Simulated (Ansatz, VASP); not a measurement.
## Ta: VASP beside Ansatz

```
Ta
1.0
     0.00000    3.14353    3.14353
     3.14353    0.00000    3.14353
     3.14353    3.14353    0.00000
Ta
2
Direct
  0.12500 0.12500 0.12500
  0.87500 0.87500 0.87500
```

Alike in both runs: task single point; functional BLYP; k mesh 10 × 10 × 10; occupations fermi-dirac, width 0.1 eV; no spin polarisation.

|  | VASP | Ansatz |
| --- | --- | --- |
| version | VASP 6.6.1 | Ansatz 0.2.0 |
| potentials or method | VASP PAW PBE potentials, release 64 (Ta_pv), cutoff 520 eV | plane waves (420 eV) with PAW, scalar-relativistic |
| valence electrons in the cell | 22 | 26 |

|  | VASP | Ansatz | Ansatz less VASP |
| --- | --- | --- | --- |
| pressure (GPa) | -2.1 | -2.3 | -0.21 |

VASP's potentials were made for PBE, not for BLYP. VASP's potentials hold 22 valence electrons a cell and Ansatz's 26, so a difference there can come from the potentials and not from the codes.

Neither program's run includes spin-orbit coupling.
